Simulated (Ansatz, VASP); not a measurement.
# One calculation of Rh, two programs

```xyz
2
Lattice="2.2298 0.0000 0.0000 -1.1149 1.9311 0.0000 0.0000 0.0000 4.0770" Properties=species:S:1:pos:R:3 pbc="T T T"
Rh    0.0000    1.2874    2.0385
Rh    1.1149    0.6437    2.0385
```

Alike in both runs: task relaxation of cell and atoms; functional PBE; k mesh 12 × 12 × 4; occupations gaussian, width 0.1 eV; no spin polarisation.

|  | VASP | Ansatz |
| --- | --- | --- |
| version | VASP 6.6.1 | Ansatz 0.2.0 |
| potentials or method | VASP PAW PBE potentials, release 64 (Rh_pv), cutoff 500 eV | scalar-relativistic, plane waves, PAW |
| valence electrons in the cell | 30 | 34 |

```tsv
	VASP	Ansatz	Ansatz less VASP
gap on the k mesh at the Fermi level, each at its own relaxed structure (eV)	none	none	-
relaxed volume (Å³/atom)	15.70	19.55	+3.852
relaxed cell length with the largest relative difference (Å)	3.708	4.271	+0.5628
```

A gap of «none» marks a metal or a gap that the smearing closes. One of these differences is far larger than is usual between the two programs; its cause wasn't traced. VASP's potentials hold 30 valence electrons a cell and Ansatz's 34, so a difference there can come from the potentials and not from the codes.

The k mesh is coarse, so the values compare programs but aren't converged. Noted on VASP's run: the volume moved by over 15 % at a fixed basis, so the end points are rough.
